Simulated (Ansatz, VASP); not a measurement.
## Pb in VASP and in Ansatz

File INCAR:

```
SYSTEM = Pb
PREC     = Accurate       ! precision mode
ENCUT    = 600            ! plane-wave cutoff, eV
EDIFF    = 1E-6           ! SCF threshold, eV
ISMEAR   = -1             ! smearing method
SIGMA    = 0.05           ! smearing width, eV
LREAL    = .False.        ! projectors in reciprocal space
LASPH    = .True.         ! aspherical terms in the spheres
NELM     = 80             ! most SCF steps
ALGO     = Normal         ! electronic algorithm
ISIF     = 3              ! what is computed and relaxed
LWAVE    = .False.        ! write WAVECAR
LCHARG   = .False.        ! write CHGCAR
IBRION   = 2              ! ionic algorithm
NSW      = 60             ! ionic steps
EDIFFG   = -0.005         ! ionic threshold
```

File KPOINTS:

```
Automatic mesh
0
Gamma
  13 13 13
  0 0 0
```

The input POSCAR:

```
Pb
1.0
    3.1509203660      0.0000000000      0.0000000000
    0.0000000000      3.1509203660      0.0000000000
    0.0000000000      0.0000000000      3.1509203660
Pb
1
Direct
    0.0000000000      0.0000000000      0.0000000000
```

Input for Ansatz:

```yaml
crystal:
  lattice:
    - [3.150920366, 0.0, 0.0]
    - [0.0, 3.150920366, 0.0]
    - [0.0, 0.0, 3.150920366]
  atoms:
    - { symbol: Pb, position: [0.0, 0.0, 0.0] }
kpoints:
  mp_grid: { grid: [13, 13, 13] }
scf:
  occupations: { method: fermi_dirac, width: 0.05 }
hamiltonian:
  xc: lda
  pseudopotentials: { kind: paw }
output:
  forces: true
  stress: true
relax:
  f_tol: 0.005
  max_steps: 40
  cell: {}
```

Alike in both runs: task relaxation of cell and atoms; functional LDA; k mesh 13 × 13 × 13; occupations fermi-dirac, width 0.05 eV; no spin polarisation.

```csv
,VASP,Ansatz
version,VASP 6.6.1,Ansatz 0.2.0
potentials or method,"VASP PAW LDA potentials, release 64 (Pb_d)","PAW with Ansatz's default frozen-core files, scalar-relativistic"
plane-wave cutoff (eV),600,420
valence electrons in the cell,14,14
```

Ansatz gave:

```
relaxed volume (Å³/atom)                                     : 31.13
relaxed cell length with the largest relative difference (Å) : 3.146
```

Question: Estimate VASP's values.

Answer: Relaxed volume (Å³/atom): 31.20; relaxed cell length with the largest relative difference (Å): 3.148.

LDA's correlation is that of Perdew and Zunger in VASP and of Perdew and Wang (1992) in Ansatz.

Neither program's run includes spin-orbit coupling.
